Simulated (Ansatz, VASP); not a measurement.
# Two plane-wave programs on Zr2BiN2

```
Zr Bi N
1.0
     4.50776    0.00000    0.00000
     0.00000    4.50776    0.00000
     0.00000    0.00000    4.43833
Zr Bi N
2 1 2
Direct
  0.50000 0.00000 0.00000
  0.00000 0.50000 0.00000
  0.50000 0.50000 0.00000
  0.50000 0.00000 0.50000
  0.00000 0.50000 0.50000
```

Alike in both runs: task relaxation of cell and atoms; functional PBE; k mesh 4 × 4 × 4; occupations gaussian, width 0.1 eV; no spin polarisation.

|  | VASP | Ansatz |
| --- | --- | --- |
| version | VASP 6.6.1 | Ansatz 0.2.0 |
| potentials or method | VASP PAW PBE potentials, release 64 (Zr_sv, Bi_d, N), cutoff 600 eV | scalar-relativistic, plane waves, PAW |
| valence electrons in the cell | 49 | 49 |

|  | VASP | Ansatz | Ansatz less VASP |
| --- | --- | --- | --- |
| gap on the k mesh at the Fermi level, each at its own relaxed structure (eV) | none | none | - |
| relaxed volume (Å³/atom) | 27.82 | 29.03 | +1.216 |
| relaxed length of the cell vector where the two differ most in proportion (Å) | 5.885 | 6.028 | +0.1428 |

A gap of «none» marks a metal or a gap that the smearing closes.

Neither program's run includes spin-orbit coupling. Noted on VASP's run: the volume moved by over 15 % at a fixed basis, so the end points are rough.
